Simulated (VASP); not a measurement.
# ZnAu in VASP: a series of runs

Aim: see how the results for ZnAu move with the level of theory and the settings. Levels: PBE, PBEsol. Tasks: single point.

Program: VASP 6.6.1. These are calculated values, not measurements. Logs are shortened: lines on timing, memory, paths and dates and some standing lists are left out, and cuts for length are marked.

## (1) The cell of the first run

The typed cell holds 2 atoms: a = 3.147 Å, b = 3.147 Å, c = 3.147 Å, α = 90.00°, β = 90.00°, γ = 90.00°.

## (2) Single point, PBE (atoms moved at random)

The input, INCAR:

```
SYSTEM = ZnAu
PREC = Accurate
ENCUT = 520
EDIFF = 1E-6
ISMEAR = -1
SIGMA = 0.05
LREAL = .False.
LASPH = .True.
NELM = 60
ALGO = Fast
ISIF = 2
LWAVE = .False.
LCHARG = .True.
GGA = PE
LELF = .True.
LVHAR = .True.
NBANDS = 18
```

The input, KPOINTS:

```
regular mesh
0
Gamma
  8 8 8
  0 0 0
```

The input, POSCAR:

```
ZnAu
1.0
    3.1470000000      0.0000000000      0.0000000000
    0.0000000000      3.1470000000      0.0000000000
    0.0000000000      0.0000000000      3.1470000000
Au Zn
1 1
Direct
    0.0044500000     -0.0030310000     -0.0105960000
    0.4851550000      0.5154480000      0.5024370000
```

Potentials or basis: VASP PAW PBE potentials, release 64 (Au, Zn).

Command:

```bash
> cat potpaw_PBE.64/Au/POTCAR potpaw_PBE.64/Zn/POTCAR > POTCAR
> mpirun -np 1 vasp_std > vasp.out
```

OUTCAR:

```text
SYSTEM = ZnAu
   PREC = Accurate
   ENCUT = 520
   EDIFF = 1E-6
   ISMEAR = -1
   LREAL = .False.
   LASPH = .True.
   NELM = 60
   ISIF = 2
   GGA = PE

 ion  position               nearest neighbor table
   1  0.004  0.997  0.989-   2 2.63   2 2.68   2 2.70   2 2.70   2 2.75   2 2.75   2 2.77   2 2.82

   2  0.485  0.515  0.502-   1 2.63   1 2.68   1 2.70   1 2.70   1 2.75   1 2.75   1 2.77   1 2.82

  LATTYP: Found a simple cubic cell.
 ALAT       =     3.1470000000

  Lattice vectors:

 A1 = (   3.1470000000,   0.0000000000,   0.0000000000)
 A2 = (   0.0000000000,   3.1470000000,   0.0000000000)
 A3 = (   0.0000000000,   0.0000000000,   3.1470000000)

Analysis of symmetry for initial positions (statically):
=====================================================================
 Subroutine PRICEL returns:
 Original cell was already a primitive cell.

 Routine SETGRP: Setting up the symmetry group for a
 simple cubic supercell.

 Subroutine GETGRP returns: Found  1 space group operations
 (whereof  1 operations were pure point group operations)
 out of a pool of 48 trial point group operations.

The static configuration has the point symmetry C_1 .

Analysis of symmetry for dynamics (positions and initial velocities):
=====================================================================
 Subroutine PRICEL returns:
 Original cell was already a primitive cell.

 Routine SETGRP: Setting up the symmetry group for a
 simple cubic supercell.

 Subroutine GETGRP returns: Found  1 space group operations
 (whereof  1 operations were pure point group operations)
 out of a pool of 48 trial point group operations.

The dynamic configuration has the point symmetry C_1 .

 Subroutine INISYM returns: Found  1 space group operations
 (whereof  1 operations are pure point group operations),
 and found     1 'primitive' translations

----------------------------------------------------------------------------------------

                                     Primitive cell

  volume of cell :      31.1667

  direct lattice vectors                    reciprocal lattice vectors
     3.147000000  0.000000000  0.000000000     0.317762949  0.000000000  0.000000000
     0.000000000  3.147000000  0.000000000     0.000000000  0.317762949  0.000000000
     0.000000000  0.000000000  3.147000000     0.000000000  0.000000000  0.317762949

  length of vectors
     3.147000000  3.147000000  3.147000000     0.317762949  0.317762949  0.317762949

  position of ions in fractional coordinates (direct lattice)
     0.004450000  0.996969000  0.989404000
     0.485155000  0.515448000  0.502437000

  ion indices of the primitive-cell ions
   primitive index   ion index
                 1           1
                 2           2

----------------------------------------------------------------------------------------

 KPOINTS: regular mesh

Automatic generation of k-mesh.
 Grid dimensions read from file:
 generate k-points for:    8    8    8

 Generating k-lattice:

  Cartesian coordinates                     Fractional coordinates (reciprocal lattice)
     0.039720369  0.000000000  0.000000000     0.125000000  0.000000000  0.000000000
     0.000000000  0.039720369  0.000000000     0.000000000  0.125000000  0.000000000
     0.000000000  0.000000000  0.039720369     0.000000000  0.000000000  0.125000000

  Length of vectors
     0.039720369  0.039720369  0.039720369

  Shift w.r.t. Gamma in fractional coordinates (k-lattice)
     0.000000000  0.000000000  0.000000000

 Subroutine IBZKPT returns following result:
 ===========================================

 Found    260 irreducible k-points:

 Following reciprocal coordinates:
            Coordinates               Weight
  0.000000  0.000000  0.000000      1.000000
  0.125000  0.000000  0.000000      2.000000
  0.000000  0.125000  0.000000      2.000000
  0.000000  0.000000  0.125000      2.000000
  0.250000  0.000000  0.000000      2.000000
  0.000000  0.250000  0.000000      2.000000
[... 16 lines left out ...]
 -0.125000  0.250000  0.000000      2.000000
 -0.250000  0.000000  0.125000      2.000000
 [... further k-points ...]
   k-points           NKPTS =    260   k-points in BZ     NKDIM =    260   number of bands    NBANDS=     18
   number of dos      NEDOS =    301   number of ions     NIONS =      2
   total plane-waves  NPLWV =  13824
   dimension x,y,z NGX =    24 NGY =   24 NGZ =   24
   dimension x,y,z NGXF=    48 NGYF=   48 NGZF=   48
   ions per type =               1   1
   NGX,Y,Z   is equivalent  to a cutoff of  12.68, 12.68, 12.68 a.u.
   NGXF,Y,Z  is equivalent  to a cutoff of  25.36, 25.36, 25.36 a.u.
 SYSTEM =  ZnAu
   PREC   = accura    normal or accurate (medium, high low for compatibility)
   ISTART =      0    job   : 0-new  1-cont  2-samecut
   ICHARG =      2    charge: 1-file 2-atom 10-const
   ISPIN  =      1    spin polarized calculation?
   LNONCOLLINEAR =      F non collinear calculations
   LSORBIT =      F    spin-orbit coupling
   LASPH  =      T    aspherical Exc in radial PAW
   ENCUT  =  520.0 eV  38.22 Ry    6.18 a.u.   5.85  5.85  5.85*2*pi/ulx,y,z
   NELM   =     60;   NELMIN=  2; NELMDL= -5     # of ELM steps
   EDIFF  = 0.1E-05   stopping-criterion for ELM
   LREAL  =      F    real-space projection
   EDIFFG = 0.1E-04   stopping-criterion for IOM
   NSW    =      0    number of steps for IOM
   IBRION =     -1    ionic relax: 0-MD 1-quasi-New 2-CG
   NFREE  =      0    steps in history (QN), initial steepest desc. (CG)
   ISIF   =      2    stress and relaxation
   ISYM   =      2    0-nonsym 1-usesym 2-fastsym
   POTIM  = 0.5000    time-step for ionic-motion
   TEBEG  =    0.0;   TEEND  =   0.0 temperature during run
   PSTRESS=    0.0 pullay stress
   NELECT =      23.0000    total number of electrons
   NUPDOWN=      -1.0000    fix difference up-down
   EMIN   =  10.00;   EMAX   =-10.00  energy-range for DOS
   EFERMI =   0.00;   METHOD = LEGACY
   ISMEAR =    -1;   SIGMA  =   0.05  broadening in eV -4-tet -1-fermi 0-gaus
   EFERMI_NEDOS =   21; number of points for ismear=-14 and -15
   IALGO  =     68    algorithm
   IMIX   =      4    mixing-type and parameters
     AMIX     =   0.40;   BMIX     =  1.00
     AMIX_MAG =   1.60;   BMIX_MAG =  1.00
  volume/ion in A,a.u.               =      15.58       105.16
  Fermi-wavevector in a.u.,A,eV,Ry     =   1.479406  2.795672 29.778283  2.188642
  Thomas-Fermi vector in A             =   2.593568
   LORBIT       =      0    0 simple, 1 ext, 2 COOP (PROOUT), +10 PAW based schemes
   GGA     = PE    functional components
   LHFCALC =     F    Hartree Fock is set to
   AEXX    =    0.0000 exact exchange contribution
   IVDW    =     0    specifies the selected vdW correction
   LEPSILON=     F    determine dielectric tensor
   LRPA    =     F    only Hartree local field effects (RPA)
 non-spin polarized calculation
 RMM-DIIS sequential band-by-band and
  energy-cutoff  :      520.00
  volume of cell :       31.17
 maximum number of plane-waves:       860
   NGX = 11   NGY = 11   NGZ = 11

 number of electron      23.0000000 magnetization

 Free energy of the ion-electron system (eV)
  ---------------------------------------------------
  ext. energy  EPLUGINS =         0.00000000
  ---------------------------------------------------
  free energy    TOTEN  =        -4.72142296 eV

  energy without entropy =       -4.71933536  energy(sigma->0) =       -4.72037916

 E-fermi :   6.9913     XC(G=0): -12.3747

 val. band max:        6.8185524361   @ k =   0.5000  -0.2500   0.3750
 cond. band min:       7.1712526649   @ k =   0.1250   0.3750   0.3750
 fundamental gap:      0.3527002288
 Fermi energy:         6.9913075073

 k-point     1 :       0.0000    0.0000    0.0000
  band No.  band energies     occupation
      1      -3.5239      2.00000
      2      -1.0339      2.00000
      3      -1.0304      2.00000
      4      -0.3508      2.00000
      5      -0.3346      2.00000
      6      -0.3337      2.00000
[... 10 lines left out ...]
     17      19.2176      0.00000
     18      25.4210      0.00000

 k-point     2 :       0.1250    0.0000    0.0000
  band No.  band energies     occupation
      1      -3.2481      2.00000
      2      -0.9753      2.00000
      3      -0.9509      2.00000
      4      -0.3494      2.00000
      5      -0.3377      2.00000
      6      -0.3169      2.00000
[... 10 lines left out ...]
     17      20.5390      0.00000
     18      25.1979      0.00000

 k-point     3 :       0.0000    0.1250    0.0000
  band No.  band energies     occupation
      1      -3.2480      2.00000
      2      -0.9749      2.00000
      3      -0.9513      2.00000
      4      -0.3497      2.00000
      5      -0.3376      2.00000
      6      -0.3167      2.00000
[... 10 lines left out ...]
     17      20.5407      0.00000
     18      25.2647      0.00000

 k-point     4 :       0.0000    0.0000    0.1250
  band No.  band energies     occupation
      1      -3.2478      2.00000
      2      -0.9729      2.00000
      3      -0.9535      2.00000
      4      -0.3517      2.00000
      5      -0.3368      2.00000
      6      -0.3157      2.00000
[... 10 lines left out ...]
     17      20.5501      0.00000
     18      25.1926      0.00000

 k-point     5 :       0.2500    0.0000    0.0000
  band No.  band energies     occupation
      1      -2.4614      2.00000
      2      -0.8245      2.00000
      3      -0.7613      2.00000
      4      -0.3526      2.00000
      5      -0.3434      2.00000
      6      -0.2657      2.00000
[... 10 lines left out ...]
     17      23.3674      0.00000
     18      23.5591      0.00000

 k-point     6 :       0.0000    0.2500    0.0000
  band No.  band energies     occupation
      1      -2.4613      2.00000
      2      -0.8243      2.00000
      3      -0.7615      2.00000
      4      -0.3530      2.00000
      5      -0.3433      2.00000
      6      -0.2655      2.00000
[... 10 lines left out ...]
     17      23.2569      0.00000
     18      23.5603      0.00000

 k-point     7 :       0.0000    0.0000    0.2500
  band No.  band energies     occupation
      1      -2.4603      2.00000
      2      -0.8233      2.00000
      3      -0.7631      2.00000
      4      -0.3553      2.00000
      5      -0.3427      2.00000
      6      -0.2646      2.00000
[... 10 lines left out ...]
     17      23.4086      0.00000
     18      23.5512      0.00000

 k-point     8 :       0.3750    0.0000    0.0000
  band No.  band energies     occupation
      1      -1.3410      2.00000
      2      -0.6518      2.00000
      3      -0.5711      2.00000
      4      -0.3511      2.00000
      5      -0.3479      2.00000
      6      -0.2119      2.00000
[... 10 lines left out ...]
     17      20.8875      0.00000
     18      20.9197      0.00000
[... 229 lines left out ...]
     17      20.6702      0.00000
     18      23.5174      0.00000

 k-point    20 :       0.2500    0.1250    0.0000
  band No.  band energies     occupation
      1      -2.2322      2.00000
      2      -0.7942      2.00000
      3      -0.6972      2.00000
      4      -0.4211      2.00000
      5      -0.3346      2.00000
      6      -0.2415      2.00000
[... 10 lines left out ...]
     17      21.1147      0.00000
     18      23.6365      0.00000

 k-point    21 :       0.0000    0.2500    0.1250
  band No.  band energies     occupation
      1      -2.2302      2.00000
      2      -0.7933      2.00000
      3      -0.6966      2.00000
      4      -0.4080      2.00000
      5      -0.3367      2.00000
      6      -0.2505      2.00000
[... 10 lines left out ...]
     17      21.1680      0.00000
     18      23.6773      0.00000

 k-point    22 :       0.1250    0.0000    0.2500
  band No.  band energies     occupation
      1      -2.2308      2.00000
      2      -0.7925      2.00000
      3      -0.6986      2.00000
      4      -0.4181      2.00000
      5      -0.3368      2.00000
      6      -0.2430      2.00000
[... 10 lines left out ...]
     17      21.1281      0.00000
     18      23.6339      0.00000

 k-point    23 :      -0.1250    0.2500    0.0000
  band No.  band energies     occupation
      1      -2.2301      2.00000
      2      -0.7957      2.00000
      3      -0.6944      2.00000
      4      -0.4086      2.00000
      5      -0.3332      2.00000
      6      -0.2528      2.00000
[... 10 lines left out ...]
     17      21.2080      0.00000
     18      23.6795      0.00000

 k-point    24 :      -0.2500    0.0000    0.1250
  band No.  band energies     occupation
      1      -2.2303      2.00000
      2      -0.7937      2.00000
      3      -0.6962      2.00000
      4      -0.4080      2.00000
      5      -0.3362      2.00000
      6      -0.2507      2.00000
[... 10 lines left out ...]
     17      21.1701      0.00000
     18      23.6246      0.00000

 [... further k-points ...]

------------------------ aborting loop because EDIFF is reached ----------------------------------------

  FORCE on cell =-STRESS in cart. coord.  units (eV):
  Direction    XX          YY          ZZ          XY          YZ          ZX
  --------------------------------------------------------------------------------------
  -------------------------------------------------------------------------------------
  Total        1.0822924      1.0851908      1.1005964     -0.0689923      0.0473475     -0.0493493
  in kB       55.6371618     55.7861594     56.5781086     -3.5466730      2.4339848     -2.5368879
  external PRESSURE =      56.0004766 kB  Pullay stress =       0.0000000 kB

 VOLUME and BASIS-vectors are now :
 -----------------------------------------------------------------------------
  energy-cutoff  :      520.00
  volume of cell :       31.17
      direct lattice vectors                 reciprocal lattice vectors
     3.147000000  0.000000000  0.000000000     0.317762949  0.000000000  0.000000000
     0.000000000  3.147000000  0.000000000     0.000000000  0.317762949  0.000000000
     0.000000000  0.000000000  3.147000000     0.000000000  0.000000000  0.317762949

 POSITION                                       TOTAL-FORCE (eV/Angst)
 -----------------------------------------------------------------------------------
      0.01400      3.13746      3.11365        -0.243209      0.233317      0.166104
      1.52678      1.62211      1.58117         0.243209     -0.233317     -0.166104
 -----------------------------------------------------------------------------------
    total drift:                               -0.000879      0.000804      0.000526

  FREE ENERGIE OF THE ION-ELECTRON SYSTEM (eV)
  ---------------------------------------------------
  free  energy   TOTEN  =        -4.7214229580 eV

  energy  without entropy=       -4.7193353579  energy(sigma->0) =       -4.72037916
```

It took 78 s on 1 thread of AMD EPYC 7R13 (Zen 3), shared host; peak memory 0.23 GiB.

Results:

```
Free energy   : -4.7214 eV
Pressure      : 5.6 GPa
Largest force : 0.376 eV/Å
```

Forces on the atoms (eV/Å):
```
Au  -0.243  0.233  0.166
Zn   0.243 -0.233 -0.166
```

Caveat: the cell differs from its parent crystal (atoms moved at random); spin-orbit coupling is left out, which moves the levels of the heavy elements.

[end of part 1 of 2]
